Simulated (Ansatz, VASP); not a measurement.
Two plane-wave programs on SrCl2

```
Sr Cl
1.0
     1.84430    4.61074    4.61074
     4.61074    1.84430    4.61074
     4.61074    4.61074    1.84430
Sr Cl
1 2
Direct
  0.00000 0.00000 0.00000
  0.25000 0.25000 0.25000
  0.75000 0.75000 0.75000
```

Alike in both runs: task single point; functional LDA; k mesh 6 × 6 × 6; occupations gaussian, width 0.05 eV; no spin polarisation.

|  | VASP | Ansatz |
| --- | --- | --- |
| version | VASP 6.6.1 | Ansatz 0.2.0 |
| potentials or method | VASP PAW LDA potentials, release 64 (Sr_sv, Cl), cutoff 520 eV | scalar-relativistic, plane waves, PAW |
| valence electrons in the cell | 24 | 24 |

|  | VASP | Ansatz | Ansatz less VASP |
| --- | --- | --- | --- |
| gap on the k mesh at the Fermi level (eV) | 4.99 | 5.01 | +0.023 |
| least direct gap on the mesh (eV) | 5.39 | 5.41 | +0.017 |
| pressure (GPa) | 3.9 | 3.7 | -0.23 |
| traceless stress, the component that is largest in VASP (GPa) | -1.84 | -1.83 | +0.007 |
| rms of the force components (eV/Å) | 0.088 | 0.068 | -0.0208 |

LDA's correlation is that of Perdew and Zunger in VASP and of Perdew and Wang (1992) in Ansatz. Atom by atom the forces differ by 0.021 eV/Å (rms over components).
